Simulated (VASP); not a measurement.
# Ti: density of states with PBE

Ti:

```
Ti
1.0
     2.42128    0.00000    0.00000
    -1.21064    2.09689    0.00000
     0.00000    0.00000    2.37056
Ti
1
Cartesian
  0.0000 0.0000 0.0000
```

This cell differs from its parent crystal: volume scaled by 0.68.

| Quantity | Value |
| --- | --- |
| Program | VASP 6.6.1 |
| Task | density of states |
| Functional | PBE |
| Potentials or basis | VASP PAW PBE potentials, release 64 (Ti_sv) |
| Cutoff | 520 eV |
| k mesh | 15 × 15 × 14 |
| Occupations | fermi-dirac, width 0.08 eV |
| Spin | no spin polarisation |
| Dipole correction | no |
| k mesh for the DOS | 23 × 23 × 21 |
| Occupations for the DOS | tetrahedron |
| Further INCAR settings | ALGO = Normal; EDIFF = 1e-06; NBANDS = 12 |

The valence electrons inside the program's atomic spheres are Ti 10.93.

Levels at points of the mesh, in eV from the Fermi level:
| k point | band 2 | band 3 | band 4 | band 5 | band 6 | band 7 | band 8 | band 9 | band 10 | band 11 |
| --- | --- | --- | --- | --- | --- | --- | --- | --- | --- | --- |
| (0.00, 0.00, 0.00) | -31.39 | -31.08 | -31.08 | -6.22 | -2.25 | 1.32 | 1.32 | 5.96 | 5.96 | 18.41 |

Wall time 39 s on 1 thread of Intel(R) Xeon(R) 6975P-C (Granite Rapids) (shared host), peak memory 0.21 GiB.
